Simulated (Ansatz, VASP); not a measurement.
**GaN in VASP and in Ansatz**

Contents of INCAR:

```
ALGO = Normal ; EDIFF = 1E-6
EDIFFG = -0.01 ; ENCUT = 520
GGA = PE ; IBRION = 2
ISIF = 2 ; ISMEAR = 0
LASPH = T ; LCHARG = F
LREAL = F ; LWAVE = F
NELM = 60 ; NSW = 60
PREC = Accurate ; SIGMA = 0.02
```

The input KPOINTS:

```
k-points
0
Gamma
  12 12 6
```

POSCAR

```
GaN
1.0
    3.1800000000      0.0000000000      0.0000000000
   -1.5900000000      2.7539607840      0.0000000000
    0.0000000000      0.0000000000      5.1660000000
Ga N
2 2
Direct
    0.3333333333      0.6666666667      0.0000000000
    0.6666666667      0.3333333333      0.5000000000
    0.3333333333      0.6666666667      0.3750000000
    0.6666666667      0.3333333333      0.8750000000
```

Input for Ansatz:

```yaml
crystal:
  lattice:
    - [3.18, 0.0, 0.0]
    - [-1.59, 2.753960784, 0.0]
    - [0.0, 0.0, 5.166]
  atoms:
    - { symbol: Ga, position: [0.3333333333, 0.6666666667, 0.0] }
    - { symbol: Ga, position: [0.6666666667, 0.3333333333, 0.5] }
    - { symbol: "N", position: [0.3333333333, 0.6666666667, 0.375] }
    - { symbol: "N", position: [0.6666666667, 0.3333333333, 0.875] }
basis:
  ecutwfc: 420
kpoints:
  mp_grid: { grid: [12, 12, 6] }
hamiltonian:
  xc: pbe
scf:
  occupations: { method: gaussian, width: 0.02 }
output:
  forces: true
  stress: true
  eigenvalues: true
relax:
  adjacent_minimum: "off"
  f_tol: 0.01
  max_steps: 40
```

Alike in both runs: task relaxation of the atoms; functional PBE; k mesh 12 × 12 × 6; occupations gaussian, width 0.02 eV; no spin polarisation.

|  | VASP | Ansatz |
| --- | --- | --- |
| version | VASP 6.6.1 | Ansatz 0.2.0 |
| potentials or method | VASP PAW PBE potentials, release 64 (Ga_d, N), cutoff 520 eV | scalar-relativistic, plane waves, PAW |
| valence electrons in the cell | 36 | 36 |

|  | VASP | Ansatz | Ansatz less VASP |
| --- | --- | --- | --- |
| gap on the k mesh at the Fermi level, each at its own relaxed structure (eV) | 1.99 | 1.98 | -0.009 |

Ansatz's warnings: stress scf threshold loose.
